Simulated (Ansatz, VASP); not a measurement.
## Two plane-wave programs on CdS

```
Cd S
1.0
     0.00000    2.21097    2.21097
     2.21097    0.00000    2.21097
     2.21097    2.21097    0.00000
Cd S
1 1
Direct
  0.00000 0.00000 0.00000
  0.50000 0.50000 0.50000
```

Change from the starting cell: volume scaled by 0.55, PAW files.

Alike in both runs: task single point; functional PBEsol; k mesh 13 × 13 × 13; occupations fermi-dirac, width 0.08 eV; no spin polarisation.

```csv
,VASP,Ansatz
version,VASP 6.6.1,Ansatz 0.2.0
potentials or method,"VASP PAW PBE potentials, release 64 (Cd, S)","PAW with Ansatz's default frozen-core files, scalar-relativistic"
plane-wave cutoff (eV),520,420
valence electrons in the cell,18,26
```

```tsv
	VASP	Ansatz	Ansatz less VASP
pressure (GPa)	209.2	200.7	-8.58
```

VASP's potentials were made for PBE, not for PBEsol. Both programs put the cell under a high pressure, so it lies far from rest at this level. VASP's potentials hold 18 valence electrons a cell and Ansatz's 26, so a difference there can come from the potentials and not from the codes.

Noted on VASP's run: the cell as given lies far from equilibrium.
